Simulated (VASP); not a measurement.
The system is Pd.

```
Pd
1.0
     0.00000    1.94650    1.94650
     1.94650    0.00000    1.94650
     1.94650    1.94650    0.00000
Pd
1
Direct
  0.00000 0.00000 0.00000
```

| Quantity | Value |
| --- | --- |
| Program | VASP 6.6.1 |
| Task | relaxation of cell and atoms |
| Functional | PBE |
| Potentials or basis | VASP PAW PBE potentials, release 64 (Pd) |
| Cutoff | 500 eV |
| k mesh | 9 × 9 × 9 |
| Occupations | methfessel-paxton, width 0.1 eV |
| Spin | no spin polarisation |

At the start: pressure 6.3 GPa; volume 14.75 Å³/atom.

Q: How do energy, volume and symmetry change on relaxing?

A: Over 3 steps the energy falls by 9.4 meV/atom and the volume is 15.26 Å³/atom (+3.4 %); space group Fm-3m (No. 225, to 0.05 Å).

Step by step:
```
step  energy change (eV)  largest force (eV/Å)  pressure (GPa)  volume (Å³)
   1              0.0000                0.0000            6.26        14.75
   2              0.0089                0.0000           -7.30        16.01
   3             -0.0094                0.0000           -0.06        15.26
```

Final structure:
```
CELL_PARAMETERS angstrom
0.00000 1.96854 1.96854
1.96854 0.00000 1.96854
1.96854 1.96854 0.00000
ATOMIC_POSITIONS crystal
Pd 0.00000 0.00000 0.00000
```
